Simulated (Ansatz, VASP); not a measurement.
# BaSr2: VASP beside Ansatz

```
Ba Sr
1.0
     6.92060    0.00000    0.00000
    -3.46030    5.99341    0.00000
     0.00000    0.00000    8.28173
Ba Sr
2 4
Direct
  0.33333 0.66667 0.19548
  0.66667 0.33333 0.69548
  0.00000 0.00000 0.44540
  0.00000 0.00000 0.94540
  0.33333 0.66667 0.69560
  0.66667 0.33333 0.19560
```

Alike in both runs: functional PBE; k mesh 6 × 6 × 2; occupations gaussian, width 0.1 eV; no spin polarisation.

Ansatz relaxed the structure, and its values are those at the end. VASP's run is a single point on that final structure, the one shown.

|  | VASP | Ansatz |
| --- | --- | --- |
| version | VASP 6.6.1 | Ansatz 0.2.0 |
| potentials or method | VASP PAW PBE potentials, release 64 (Ba_sv, Sr_sv), cutoff 520 eV | scalar-relativistic, plane waves, PAW |
| valence electrons in the cell | 60 | 60 |

|  | VASP | Ansatz | Ansatz less VASP |
| --- | --- | --- | --- |
| gap on the k mesh at the Fermi level (eV) | none | none | - |
| pressure (GPa) | 0.1 | 0.1 | -0.02 |

A gap of «none» marks a metal or a gap that the smearing closes.

The k mesh is coarse, so the values compare programs but aren't converged. Spin-orbit coupling is off throughout.
